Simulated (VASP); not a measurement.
**ZnO: single point with PBE**

Crystal: ZnO.

```
Zn O
1.0
     3.27985    0.00000    0.00000
    -1.63992    2.84043    0.00000
     0.00000    0.00000    5.29328
Zn O
2 2
Cartesian
  0.0000 1.8936 -0.0110
  1.6399 0.9468 2.6356
  0.0000 1.8936 1.9960
  1.6399 0.9468 4.6426
```

```yaml
Program: VASP 6.6.1
Task: single point
Functional: PBE
Potentials_or_basis: VASP PAW PBE potentials, release 64 (Zn, O)
Cutoff: 520 eV
k_mesh: 9 × 9 × 6
Occupations: gaussian, width 0.02 eV
Spin: no spin polarisation
```

* Pressure: 0.9 GPa
* Band gap on the k mesh: 0.73 eV, direct

Forces on the atoms (eV/Å):
```
Zn   0.000  0.000  0.003
Zn   0.000  0.000  0.003
O    0.000  0.000 -0.003
O    0.000  0.000 -0.003
```

Levels at points of the mesh, in eV from the valence-band top:
| k point | band 15 | band 16 | band 17 | band 18 | band 19 | band 20 | band 21 | band 22 |
| --- | --- | --- | --- | --- | --- | --- | --- | --- |
| (0.00, 0.00, 0.00) | -0.75 | -0.08 | 0.00 | 0.00 | 0.73 | 5.09 | 8.07 | 12.73 |
| (0.00, 0.00, 0.50) | -0.37 | -0.37 | -0.37 | -0.37 | 3.36 | 3.36 | 9.91 | 9.91 |

It took 27 s on 1 thread of Intel(R) Xeon(R) Platinum 8488C (Sapphire Rapids) (shared host), peak memory 0.18 GiB.

PBE gaps usually lie below the measured ones, often by a third to a half.
